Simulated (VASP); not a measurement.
Input of a VASP 6.6.1 run:

File INCAR:

```
ALGO = Fast
EDIFF = 1E-7
ENCUT = 520
GGA = PE
ISIF = 2
ISMEAR = 0
LASPH = True
LCHARG = False
LREAL = False
LWAVE = False
NBANDS = 19
NELM = 60
PREC = Accurate
SIGMA = 0.1
```

The input KPOINTS:

```
k-points
0
Gamma
  18 18 18
```

File POSCAR:

```
Cr
1.0
    2.6769602153      0.0000000000      0.0000000000
    0.0000000000      2.6769602153      0.0000000000
    0.0000000000      0.0000000000      2.9503518969
Cr
2
Direct
    0.0000000000      0.0000000000      0.0000000000
    0.5000000000      0.5000000000      0.5000000000
```

Potentials or basis: VASP PAW PBE potentials, release 64 (Cr_pv).

The run is started by

```sh
$ cat potpaw_PBE.64/Cr_pv/POTCAR > POTCAR
$ mpirun -np 1 vasp_std > vasp.out
```

**Question.** What does it give for the band gap on the k mesh?

**Answer.** Zero (band 12 reaches 14.18 eV, above the bottom of band 13 at 11.68 eV).

**Question.** Estimate the pressure.

**Answer.** 28.8 GPa.

Stress tensor (GPa, compression positive):
```
40.87  0.00  0.00
 0.00 40.87  0.00
 0.00  0.00  4.53
```

Caveat: the cell differs from its parent crystal (biaxial strain in the a-b plane: -6.0 %); the run has no spin polarisation, though such a crystal can be magnetic. Spin polarisation is off, so any magnetic state and its effect on volume and gap are missing.
